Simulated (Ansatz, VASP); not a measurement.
Two plane-wave programs on TaN

The input INCAR:

```
SYSTEM = TaN
  PREC = Accurate
  ENCUT = 520
  EDIFF = 1E-6
  ISMEAR = 0
  SIGMA = 0.15
  LREAL = .False.
  LASPH = .True.
  NELM = 100
  ALGO = Normal
  ISIF = 2
  LWAVE = .False.
  LCHARG = .False.
  GGA = PS
  NBANDS = 15
```

File KPOINTS:

```
regular mesh
0
Gamma
  18 18 18
  0 0 0
```

Contents of POSCAR:

```
TaN
1.0
    0.0000000000      2.1790000000      2.1790000000
    2.1790000000      0.0000000000      2.1790000000
    2.1790000000      2.1790000000      0.0000000000
Ta N
1 1
Direct
    0.5172097292      0.5172097292      0.4827902708
    0.0000000000      0.0000000000      0.0000000000
```

Input for Ansatz:

```yaml
crystal:
  lattice:
    - [0.0, 2.179, 2.179]
    - [2.179, 0.0, 2.179]
    - [2.179, 2.179, 0.0]
  atoms:
    - { symbol: Ta, position: [0.5172097292, 0.5172097292, 0.4827902708] }
    - { symbol: "N", position: [0.0, 0.0, 0.0] }
basis:
  ecutwfc: 420
kpoints:
  mp_grid: { grid: [18, 18, 18] }
hamiltonian:
  xc: pbesol
scf:
  occupations: { method: gaussian, width: 0.15 }
output:
  forces: true
  stress: true
  eigenvalues: true
```

Change from the starting cell: all Ta atoms moved +0.075 Å, as atom 1 along Cartesian [0 0 1].

Alike in both runs: task single point; functional PBEsol; k mesh 18 × 18 × 18; occupations gaussian, width 0.15 eV; no spin polarisation.

|  | VASP | Ansatz |
| --- | --- | --- |
| version | VASP 6.6.1 | Ansatz 0.2.0 |
| potentials or method | VASP PAW PBE potentials, release 64 (Ta_pv, N), cutoff 520 eV | scalar-relativistic, plane waves, PAW |
| valence electrons in the cell | 16 | 18 |

```csv
,VASP,Ansatz,Ansatz less VASP
gap on the k mesh at the Fermi level (eV),none,none,-
pressure (GPa),6.5,5.5,-1.07
"traceless stress, the component that is largest in VASP (GPa)",2.07,2.03,-0.039
rms of the force components (eV/Å),0.397,0.394,-0.0025
```

VASP's potentials were made for PBE, not for PBEsol. Atom by atom the forces differ by 0.003 eV/Å (rms over components). A gap of «none» marks a metal or a gap that the smearing closes. VASP's potentials hold 16 valence electrons a cell and Ansatz's 18, so a difference there can come from the potentials and not from the codes.

Neither program's run includes spin-orbit coupling.
